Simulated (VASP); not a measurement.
# Ag (Fm-3m) in VASP: single point with PBEsol

Aim: the single point of Ag with PBEsol.

Everything below comes from runs of VASP 6.6.1. Logs are shortened: lines on timing, memory, paths and dates and some standing lists are left out, and cuts for length are marked.

## 1. The cell of the first run

Symmetry: Fm-3m, No. 225, cubic system. The conventional cell has a = 4.054 Å, b = 4.054 Å, c = 4.054 Å, α = 90.00°, β = 90.00°, γ = 90.00°. Within 3.8 Å of Ag (site symmetry m-3m) lie 12 Ag at 2.87 Å.

## 2. Single point, PBEsol

INCAR reads:

```
SYSTEM = Ag
PREC = Accurate ; ENCUT = 520
EDIFF = 1E-6 ; ISMEAR = -1
SIGMA = 0.08 ; LREAL = .FALSE.
LASPH = .TRUE. ; NELM = 80
ALGO = Normal ; ISIF = 2
LWAVE = .FALSE. ; LCHARG = .FALSE.
GGA = PS ; NBANDS = 18
```

KPOINTS reads:

```
Automatic mesh
0
G
  13 13 9
  0 0 0
```

POSCAR reads:

```
Ag
1.0
    2.0272099997      2.0272099997      0.0000000000
   -2.0272099997      2.0272099997      0.0000000000
    0.0000000000      0.0000000000      4.0544199994
Ag
2
Direct
    0.0000000000      0.0000000000      0.0000000000
    0.5000000000      0.5000000000      0.5000000000
```

Potentials or basis: VASP PAW PBE potentials, release 64 (Ag).

Launch:

```bash
$ cat potpaw_PBE.64/Ag/POTCAR > POTCAR
$ mpirun -np 1 vasp_std > vasp.out
```

OUTCAR:

```text
SYSTEM = Ag
   PREC = Accurate
   ENCUT = 520
   EDIFF = 1E-6
   ISMEAR = -1
   LREAL = .FALSE.
   LASPH = .TRUE.
   NELM = 80
   ISIF = 2
   GGA = PS

 ion  position               nearest neighbor table
   1  0.000  0.000  0.000-   2 2.87   2 2.87   2 2.87   2 2.87   2 2.87   2 2.87   2 2.87   2 2.87

   2  0.500  0.500  0.500-   1 2.87   1 2.87   1 2.87   1 2.87   1 2.87   1 2.87   1 2.87   1 2.87

  LATTYP: Found a simple tetragonal cell.
 ALAT       =     2.8669078754
 C/A-ratio  =     1.4142135624

  Lattice vectors:

 A1 = (   2.0272099997,   2.0272099997,   0.0000000000)
 A2 = (  -2.0272099997,   2.0272099997,   0.0000000000)
 A3 = (   0.0000000000,   0.0000000000,   4.0544199994)

Analysis of symmetry for initial positions (statically):
=====================================================================
 Subroutine PRICEL returns following result:

  LATTYP: Found a face centered cubic cell.
 ALAT       =     4.0544199994

  Lattice vectors:

 A1 = (   0.0000000000,  -2.0272099997,  -2.0272099997)
 A2 = (   2.0272099997,   0.0000000000,  -2.0272099997)
 A3 = (   2.0272099997,  -2.0272099997,  -0.0000000000)

   2 primitive cells build up your supercell.

 Routine SETGRP: Setting up the symmetry group for a
 simple tetragonal supercell.

 Subroutine GETGRP returns: Found 16 space group operations
 (whereof 16 operations were pure point group operations)
 out of a pool of 16 trial point group operations.

The static configuration has the point symmetry D_4h.

Analysis of symmetry for dynamics (positions and initial velocities):
=====================================================================
 Subroutine PRICEL returns following result:

  LATTYP: Found a face centered cubic cell.
 ALAT       =     4.0544199994

  Lattice vectors:

 A1 = (   0.0000000000,  -2.0272099997,  -2.0272099997)
 A2 = (   2.0272099997,   0.0000000000,  -2.0272099997)
 A3 = (   2.0272099997,  -2.0272099997,  -0.0000000000)

   2 primitive cells build up your supercell.

 Routine SETGRP: Setting up the symmetry group for a
 simple tetragonal supercell.

 Subroutine GETGRP returns: Found 16 space group operations
 (whereof 16 operations were pure point group operations)
 out of a pool of 16 trial point group operations.

The dynamic configuration has the point symmetry D_4h.

 Subroutine INISYM returns: Found 16 space group operations
 (whereof 16 operations are pure point group operations),
 and found     2 'primitive' translations

----------------------------------------------------------------------------------------

                                     Primitive cell

  volume of cell :      16.6620

  direct lattice vectors                    reciprocal lattice vectors
     0.000000000 -2.027210000 -2.027210000    -0.246644403 -0.246644403 -0.246644403
     2.027210000  0.000000000 -2.027210000     0.246644403  0.246644403 -0.246644403
     2.027210000 -2.027210000 -0.000000000     0.246644403 -0.246644403  0.246644403

  length of vectors
     2.866907875  2.866907875  2.866907875     0.427200637  0.427200637  0.427200637

  position of ions in fractional coordinates (direct lattice)
     0.000000000  0.000000000  0.000000000

  ion indices of the primitive-cell ions
   primitive index   ion index
                 1           1

----------------------------------------------------------------------------------------

 KPOINTS: Automatic mesh

Automatic generation of k-mesh.
 Grid dimensions read from file:
 generate k-points for:   13   13    9

 Generating k-lattice:

  Cartesian coordinates                     Fractional coordinates (reciprocal lattice)
     0.018972646  0.018972646  0.000000000     0.076923077  0.000000000  0.000000000
    -0.018972646  0.018972646  0.000000000     0.000000000  0.076923077  0.000000000
     0.000000000  0.000000000  0.027404934     0.000000000  0.000000000  0.111111111

  Length of vectors
     0.026831374  0.026831374  0.027404934

  Shift w.r.t. Gamma in fractional coordinates (k-lattice)
     0.000000000  0.000000000  0.000000000

 Subroutine IBZKPT returns following result:
 ===========================================

 Found    140 irreducible k-points:

 Following reciprocal coordinates:
            Coordinates               Weight
  0.000000  0.000000  0.000000      1.000000
  0.076923  0.000000  0.000000      4.000000
  0.153846  0.000000  0.000000      4.000000
  0.230769  0.000000  0.000000      4.000000
  0.307692  0.000000  0.000000      4.000000
  0.384615  0.000000  0.000000      4.000000
[... 16 lines left out ...]
  0.307692  0.307692  0.000000      4.000000
  0.384615  0.307692  0.000000      8.000000
 [... further k-points ...]
   k-points           NKPTS =    140   k-points in BZ     NKDIM =    140   number of bands    NBANDS=     18
   number of dos      NEDOS =    301   number of ions     NIONS =      2
   total plane-waves  NPLWV =  17280
   dimension x,y,z NGX =    24 NGY =   24 NGZ =   30
   dimension x,y,z NGXF=    48 NGYF=   48 NGZF=   60
   ions per type =               2
   NGX,Y,Z   is equivalent  to a cutoff of  13.92, 13.92, 12.30 a.u.
   NGXF,Y,Z  is equivalent  to a cutoff of  27.83, 27.83, 24.60 a.u.
 SYSTEM =  Ag
   PREC   = accura    normal or accurate (medium, high low for compatibility)
   ISTART =      0    job   : 0-new  1-cont  2-samecut
   ICHARG =      2    charge: 1-file 2-atom 10-const
   ISPIN  =      1    spin polarized calculation?
   LNONCOLLINEAR =      F non collinear calculations
   LSORBIT =      F    spin-orbit coupling
   LASPH  =      T    aspherical Exc in radial PAW
   ENCUT  =  520.0 eV  38.22 Ry    6.18 a.u.   5.33  5.33  7.54*2*pi/ulx,y,z
   NELM   =     80;   NELMIN=  2; NELMDL= -5     # of ELM steps
   EDIFF  = 0.1E-05   stopping-criterion for ELM
   LREAL  =      F    real-space projection
   EDIFFG = 0.1E-04   stopping-criterion for IOM
   NSW    =      0    number of steps for IOM
   IBRION =     -1    ionic relax: 0-MD 1-quasi-New 2-CG
   NFREE  =      0    steps in history (QN), initial steepest desc. (CG)
   ISIF   =      2    stress and relaxation
   ISYM   =      2    0-nonsym 1-usesym 2-fastsym
   POTIM  = 0.5000    time-step for ionic-motion
   TEBEG  =    0.0;   TEEND  =   0.0 temperature during run
   PSTRESS=    0.0 pullay stress
   NELECT =      22.0000    total number of electrons
   NUPDOWN=      -1.0000    fix difference up-down
   EMIN   =  10.00;   EMAX   =-10.00  energy-range for DOS
   EFERMI =   0.00;   METHOD = LEGACY
   ISMEAR =    -1;   SIGMA  =   0.08  broadening in eV -4-tet -1-fermi 0-gaus
   EFERMI_NEDOS =   21; number of points for ismear=-14 and -15
   IALGO  =     38    algorithm
   IMIX   =      4    mixing-type and parameters
     AMIX     =   0.40;   BMIX     =  1.00
     AMIX_MAG =   1.60;   BMIX_MAG =  1.00
  volume/ion in A,a.u.               =      16.66       112.44
  Fermi-wavevector in a.u.,A,eV,Ry     =   1.425488  2.693782 27.647268  2.032017
  Thomas-Fermi vector in A             =   2.545867
   LORBIT       =      0    0 simple, 1 ext, 2 COOP (PROOUT), +10 PAW based schemes
   GGA     = PS    functional components
   LHFCALC =     F    Hartree Fock is set to
   AEXX    =    0.0000 exact exchange contribution
   IVDW    =     0    specifies the selected vdW correction
   LEPSILON=     F    determine dielectric tensor
   LRPA    =     F    only Hartree local field effects (RPA)
 non-spin polarized calculation
  energy-cutoff  :      520.00
  volume of cell :       33.32
 maximum number of plane-waves:       911
 NGX is ok and might be reduce to    24
   NGX = 11   NGY = 11   NGZ = 15

 number of electron      21.9999992 magnetization

 Free energy of the ion-electron system (eV)
  ---------------------------------------------------
  ext. energy  EPLUGINS =         0.00000000
  ---------------------------------------------------
  free energy    TOTEN  =        -6.62684393 eV

  energy without entropy =       -6.61754752  energy(sigma->0) =       -6.62219572

 E-fermi :   8.6431     XC(G=0): -12.5508

 val. band max:        8.6124602806   @ k =   0.4615   0.0769   0.4444
 cond. band min:       8.6983027296   @ k =   0.4615   0.0000   0.3333
 fundamental gap:      0.0858424490
 Fermi energy:         8.6430779720

 k-point     1 :       0.0000    0.0000    0.0000
  band No.  band energies     occupation
      1       0.5529      2.00000
      2       1.9735      2.00000
      3       2.1248      2.00000
      4       3.6950      2.00000
      5       3.6971      2.00000
      6       3.6971      2.00000
[... 10 lines left out ...]
     17      25.9929      0.00000
     18      26.0760      0.00000

 k-point     2 :       0.0769    0.0000    0.0000
  band No.  band energies     occupation
      1       0.6788      2.00000
      2       2.0378      2.00000
      3       2.1900      2.00000
      4       3.6608      2.00000
      5       3.7292      2.00000
      6       3.7406      2.00000
[... 10 lines left out ...]
     17      25.9689      0.00000
     18      27.0951      0.00000

 k-point     3 :       0.1538    0.0000    0.0000
  band No.  band energies     occupation
      1       1.0419      2.00000
      2       2.1843      2.00000
      3       2.4117      2.00000
      4       3.5635      2.00000
      5       3.8233      2.00000
      6       3.8565      2.00000
[... 10 lines left out ...]
     17      25.6137      0.00000
     18      25.8243      0.00000

 k-point     4 :       0.2308    0.0000    0.0000
  band No.  band energies     occupation
      1       1.5928      2.00000
      2       2.3741      2.00000
      3       2.7671      2.00000
      4       3.4370      2.00000
      5       3.9654      2.00000
      6       3.9741      2.00000
[... 10 lines left out ...]
     17      23.7314      0.00000
     18      25.6333      0.00000

 k-point     5 :       0.3077    0.0000    0.0000
  band No.  band energies     occupation
      1       2.2294      2.00000
      2       2.6011      2.00000
      3       3.1616      2.00000
      4       3.3223      2.00000
      5       3.9702      2.00000
      6       4.0682      2.00000
[... 10 lines left out ...]
     17      22.4427      0.00000
     18      25.4717      0.00000

 k-point     6 :       0.3846    0.0000    0.0000
  band No.  band energies     occupation
      1       2.7859      2.00000
      2       2.8415      2.00000
      3       3.2604      2.00000
      4       3.4916      2.00000
      5       3.6826      2.00000
      6       3.8795      2.00000
[... 10 lines left out ...]
     17      23.9765      0.00000
     18      25.4342      0.00000

 k-point     7 :       0.4615    0.0000    0.0000
  band No.  band energies     occupation
      1       3.0425      2.00000
      2       3.0763      2.00000
      3       3.2855      2.00000
      4       3.4219      2.00000
      5       3.6844      2.00000
      6       3.7752      2.00000
[... 10 lines left out ...]
     17      25.6200      0.00000
     18      25.6890      0.00000

 k-point     8 :       0.0769    0.0769    0.0000
  band No.  band energies     occupation
      1       0.8034      2.00000
      2       2.1082      2.00000
      3       2.2476      2.00000
      4       3.5953      2.00000
      5       3.7886      2.00000
      6       3.7908      2.00000
[... 10 lines left out ...]
     17      26.7450      0.00000
     18      27.3643      0.00000
[... 229 lines left out ...]
     17      23.9074      0.00000
     18      24.7439      0.00000

 k-point    20 :       0.3077    0.2308    0.0000
  band No.  band energies     occupation
      1       2.5054      2.00000
      2       2.7708      2.00000
      3       2.7878      2.00000
      4       3.2203      2.00000
      5       3.5664      2.00000
      6       4.4515      2.00000
[... 10 lines left out ...]
     17      22.4728      0.00000
     18      23.7767      0.00000

 k-point    21 :       0.3846    0.2308    0.0000
  band No.  band energies     occupation
      1       2.5990      2.00000
      2       2.6804      2.00000
      3       2.7471      2.00000
      4       2.9291      2.00000
      5       3.8521      2.00000
      6       4.3610      2.00000
[... 10 lines left out ...]
     17      20.8673      0.00000
     18      22.2436      0.00000

 k-point    22 :       0.4615    0.2308    0.0000
  band No.  band energies     occupation
      1       2.6485      2.00000
      2       2.6592      2.00000
      3       2.6975      2.00000
      4       2.7401      2.00000
      5       4.0620      2.00000
      6       4.2292      2.00000
[... 10 lines left out ...]
     17      19.4062      0.00000
     18      20.7384      0.00000

 k-point    23 :       0.3077    0.3077    0.0000
  band No.  band energies     occupation
      1       2.4397      2.00000
      2       2.5914      2.00000
      3       2.6254      2.00000
      4       2.8870      2.00000
      5       4.0153      2.00000
      6       4.9212      2.00000
[... 10 lines left out ...]
     17      21.8607      0.00000
     18      22.1118      0.00000

 k-point    24 :       0.3846    0.3077    0.0000
  band No.  band energies     occupation
      1       2.3628      2.00000
      2       2.4593      2.00000
      3       2.4765      2.00000
      4       2.6299      2.00000
      5       4.4104      2.00000
      6       5.0212      2.00000
[... 10 lines left out ...]
     17      20.7016      0.00000
     18      20.7423      0.00000

 [... further k-points ...]

------------------------ aborting loop because EDIFF is reached ----------------------------------------

  FORCE on cell =-STRESS in cart. coord.  units (eV):
  Direction    XX          YY          ZZ          XY          YZ          ZX
  --------------------------------------------------------------------------------------
  -------------------------------------------------------------------------------------
  Total       -0.1197883     -0.1197883     -0.0014806      0.0000000      0.0000000     -0.0000000
  in kB       -5.7592880     -5.7592880     -0.0711871      0.0000000      0.0000000     -0.0000000
  external PRESSURE =      -3.8632544 kB  Pullay stress =       0.0000000 kB

 VOLUME and BASIS-vectors are now :
 -----------------------------------------------------------------------------
  energy-cutoff  :      520.00
  volume of cell :       33.32
      direct lattice vectors                 reciprocal lattice vectors
     2.027210000  2.027210000  0.000000000     0.246644403  0.246644403  0.000000000
    -2.027210000  2.027210000  0.000000000    -0.246644403  0.246644403  0.000000000
     0.000000000  0.000000000  4.054419999     0.000000000  0.000000000  0.246644403

 POSITION                                       TOTAL-FORCE (eV/Angst)
 -----------------------------------------------------------------------------------
      0.00000      0.00000      0.00000        -0.000000     -0.000000      0.000000
      0.00000      2.02721      2.02721         0.000000      0.000000      0.000000
 -----------------------------------------------------------------------------------
    total drift:                               -0.000000      0.000000     -0.000000

  FREE ENERGIE OF THE ION-ELECTRON SYSTEM (eV)
  ---------------------------------------------------
  free  energy   TOTEN  =        -6.6268439332 eV

  energy  without entropy=       -6.6175475153  energy(sigma->0) =       -6.62219572
```

Wall time 31 s (1 thread of AMD EPYC 9R45 (Zen 5), shared host); peak memory 0.16 GiB.

What came out:

```yaml
Free_energy: -6.6268 eV
Pressure: -0.4 GPa
Band_gap_on_the_k_mesh: zero (bands 11 and 12 overlap by 7.89 eV)
```

Caveat: the PAW data sets were made with another functional, which shifts forces and pressure a little.
